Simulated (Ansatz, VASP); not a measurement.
# Two plane-wave programs on Na

Contents of INCAR:

```
PREC = Accurate ; ENCUT = 520
EDIFF = 1E-7 ; ISMEAR = 0
SIGMA = 0.15 ; LREAL = False
LASPH = True ; NELM = 80
ALGO = Fast ; ISIF = 2
LWAVE = False ; LCHARG = False
GGA = CA ; NBANDS = 14
```

KPOINTS

```
regular mesh
0
Gamma
  15 15 8
```

File POSCAR:

```
Na
1.0
    3.6209798977      0.0000000000      0.0000000000
   -1.8104899489      3.1358605780      0.0000000000
    0.0000000000      0.0000000000      5.8981745703
Na
2
Direct
    0.1400154968      0.6666666667      0.2500000000
    0.8599845032      0.3333333333      0.7500000000
```

Input for Ansatz:

```yaml
crystal:
  lattice:
    - [3.6209798977, 0.0, 0.0]
    - [-1.8104899489, 3.135860578, 0.0]
    - [0.0, 0.0, 5.8981745703]
  atoms:
    - { symbol: Na, position: [0.1400154968, 0.6666666667, 0.25] }
    - { symbol: Na, position: [0.8599845032, 0.3333333333, 0.75] }
basis:
  ecutwfc: 520.0
kpoints:
  mp_grid: { grid: [15, 15, 8] }
hamiltonian:
  xc: lda
  pseudopotentials: { kind: paw }
scf:
  occupations: { method: gaussian, width: 0.15 }
output:
  forces: true
  stress: true
  eigenvalues: true
```

Change from the starting cell: mode 4 frozen in at -0.700 Å, equal normal strain along x and y +0.0000.

Alike in both runs: task single point; functional LDA; k mesh 15 × 15 × 8; occupations gaussian, width 0.15 eV; no spin polarisation.

```csv
,VASP,Ansatz
version,VASP 6.6.1,Ansatz 0.2.0
potentials or method,"VASP PAW LDA potentials, release 64 (Na_pv), cutoff 520 eV","scalar-relativistic, plane waves, PAW"
valence electrons in the cell,14,18
```

|  | VASP | Ansatz | Ansatz less VASP |
| --- | --- | --- | --- |
| gap on the k mesh at the Fermi level (eV) | none | none | - |
| pressure (GPa) | 0.0 | 0.1 | +0.16 |
| traceless stress, the component that is largest in VASP (GPa) | 1.07 | 1.07 | -0.001 |
| rms of the force components (eV/Å) | 0.093 | 0.093 | -0.0002 |

LDA's correlation is that of Perdew and Zunger in VASP and of Perdew and Wang (1992) in Ansatz. Atom by atom the forces differ by 0.000 eV/Å (rms over components). A gap of «none» marks a metal or a gap that the smearing closes. VASP's potentials hold 14 valence electrons a cell and Ansatz's 18, so a difference there can come from the potentials and not from the codes.
